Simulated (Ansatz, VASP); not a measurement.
**One calculation of K, two programs**

File INCAR:

```
SYSTEM = K
PREC = Accurate ; ENCUT = 520
EDIFF = 1E-6 ; ISMEAR = 0
SIGMA = 0.15 ; LREAL = .False.
LASPH = .True. ; NELM = 100
ALGO = Normal ; ISIF = 2
LWAVE = .False. ; LCHARG = .False.
GGA = PE ; IVDW = 12
NBANDS = 16
```

KPOINTS

```
Automatic mesh
0
Gamma
  12 12 6
  0 0 0
```

The input POSCAR:

```
K
1.0
    2.2551151738     -4.0476104500      0.0000000000
    2.2551151738      4.0476104500      0.0000000000
    0.0000000000      0.0000000000      7.8117980100
K
2
Direct
    0.8206130200      0.1793869800      0.2500000000
    0.1793869800      0.8206130200      0.7500000000
```

Input for Ansatz:

```yaml
crystal:
  lattice:
    - [2.2551151738, -4.04761045, 0.0]
    - [2.2551151738, 4.04761045, 0.0]
    - [0.0, 0.0, 7.81179801]
  atoms:
    - { symbol: K, position: [0.82061302, 0.17938698, 0.25] }
    - { symbol: K, position: [0.17938698, 0.82061302, 0.75] }
basis:
  ecutwfc: 420
kpoints:
  mp_grid: { grid: [12, 12, 6] }
hamiltonian:
  xc: pbe
  dispersion: d3bj
scf:
  occupations: { method: gaussian, width: 0.15 }
output:
  forces: true
  stress: true
  eigenvalues: true
```

Change from the starting cell: strain -0.0750 x Voigt [1, 0, 0, 0, 0, 0], atoms carried along.

Alike in both runs: task single point; functional PBE; dispersion D3(BJ); k mesh 12 × 12 × 6; occupations gaussian, width 0.15 eV; no spin polarisation.

|  | VASP | Ansatz |
| --- | --- | --- |
| version | VASP 6.6.1 | Ansatz 0.2.0 |
| potentials or method | VASP PAW PBE potentials, release 64 (K_sv), cutoff 520 eV | scalar-relativistic, plane waves, PAW |
| valence electrons in the cell | 18 | 18 |

```tsv
	VASP	Ansatz	Ansatz less VASP
gap on the k mesh at the Fermi level (eV)	none	none	-
pressure (GPa)	-0.1	-0.1	+0.01
traceless stress, the component that is largest in VASP (GPa)	0.22	0.22	0.000
rms of the force components (eV/Å)	0.011	0.011	0.0000
```

Atom by atom the forces differ by 0.000 eV/Å (rms over components). A gap of «none» marks a metal or a gap that the smearing closes.
